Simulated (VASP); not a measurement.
A run of VASP 6.6.1 is set up as follows.

File POSCAR:

```
LaBeAsO
1.0
    3.9388350000      0.0000000000      0.0000000000
    0.0000000000      3.9388350000      0.0000000000
    0.0000000000      0.0000000000      8.7586730000
La Be As O
2 2 2 2
Direct
    0.2500000000      0.2500000000      0.1365000000
    0.7500000000      0.7500000000      0.8635000000
    0.7500000000      0.2500000000      0.5000000000
    0.2500000000      0.7500000000      0.5000000000
    0.2500000000      0.2500000000      0.6625000000
    0.7500000000      0.7500000000      0.3375000000
    0.7500000000      0.2500000000      0.0000000000
    0.2500000000      0.7500000000      0.0000000000
```

Contents of INCAR.step1:

```
  PREC = Accurate
  ENCUT = 600
  ISMEAR = -1
  SIGMA = 0.1
  LREAL = F
  LASPH = T
  NELM = 100
  GGA = PE
  ALGO = Normal
  EDIFF = 1E-4
  LWAVE = T
  LCHARG = F
```

Contents of INCAR.step2:

```
  PREC = Accurate
  ENCUT = 600
  EDIFF = 1E-7
  ISMEAR = -1
  SIGMA = 0.1
  LREAL = F
  LASPH = T
  NELM = 100
  ALGO = Normal
  ISIF = 3
  LWAVE = F
  LCHARG = F
  METAGGA = R2SCAN
  LMIXTAU = T
  IBRION = 2
  NSW = 60
  EDIFFG = -0.01
  ISTART = 1
```

File KPOINTS:

```
Automatic mesh
0
Gamma
  5 5 2
```

Potentials or basis: VASP PAW PBE potentials, release 64 (La, Be, As, O).

Launch:

```sh
$ cat potpaw_PBE.64/La/POTCAR potpaw_PBE.64/Be/POTCAR potpaw_PBE.64/As/POTCAR potpaw_PBE.64/O/POTCAR > POTCAR
$ cp INCAR.step1 INCAR
$ mpirun -np 1 vasp_std > vasp.out
$ cp INCAR.step2 INCAR
$ mpirun -np 1 vasp_std > vasp.out
```

Problem. What does it give for the space group after relaxing (to 0.1 Å)?

Solution. P4/nmm (No. 129).

Problem. Estimate the band gap on the k mesh.

Solution. 1.35 eV (least direct gap 1.38 eV).

Final structure:
```xyz
8
Lattice="3.9626 0.0000 0.0000 0.0000 3.9626 0.0000 0.0000 0.0000 8.8977" Properties=species:S:1:pos:R:3 pbc="T T T"
La    0.9906    0.9906    1.2694
La    2.9719    2.9719    7.6283
Be    2.9719    0.9906    4.4489
Be    0.9906    2.9719    4.4489
As    0.9906    0.9906    5.7401
As    2.9719    2.9719    3.1576
O     2.9719    0.9906    0.0000
O     0.9906    2.9719    0.0000
```

Caveat: spin-orbit coupling is left out, which moves the levels of the heavy elements; an odd mesh through Γ misses points on the zone boundary, where band edges can lie.
